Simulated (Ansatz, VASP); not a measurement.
## Two plane-wave programs on Re

```
Re
1.0
     0.00000    1.96019    1.97500
     1.98981    0.00000    1.97500
     1.98981    1.96019    0.00000
Re
1
Direct
  0.00000 0.00000 0.00000
```

Change from the starting cell: strain +0.0075 x Voigt [1, -1, 0, 0, 0, 0], atoms carried along.

Alike in both runs: task single point; functional PBEsol; k mesh 20 × 20 × 20; occupations gaussian, width 0.15 eV; no spin polarisation.

|  | VASP | Ansatz |
| --- | --- | --- |
| version | VASP 6.6.1 | Ansatz 0.2.0 |
| potentials or method | VASP PAW PBE potentials, release 64 (Re), cutoff 520 eV | scalar-relativistic, plane waves, PAW |
| valence electrons in the cell | 7 | 15 |

VASP gave:

- gap on the k mesh at the Fermi level (eV): none
- pressure (GPa): -19.0
- traceless stress, the component that is largest in VASP (GPa): -2.03

Question: Estimate Ansatz's values.

Answer: gap on the k mesh at the Fermi level (eV): none; pressure (GPa): -18.5; traceless stress, the component that is largest in VASP (GPa): -2.05.

VASP's potentials were made for PBE, not for PBEsol. A gap of «none» marks a metal or a gap that the smearing closes. VASP's potentials hold 7 valence electrons a cell and Ansatz's 15, so a difference there can come from the potentials and not from the codes.

Spin-orbit coupling is off throughout.
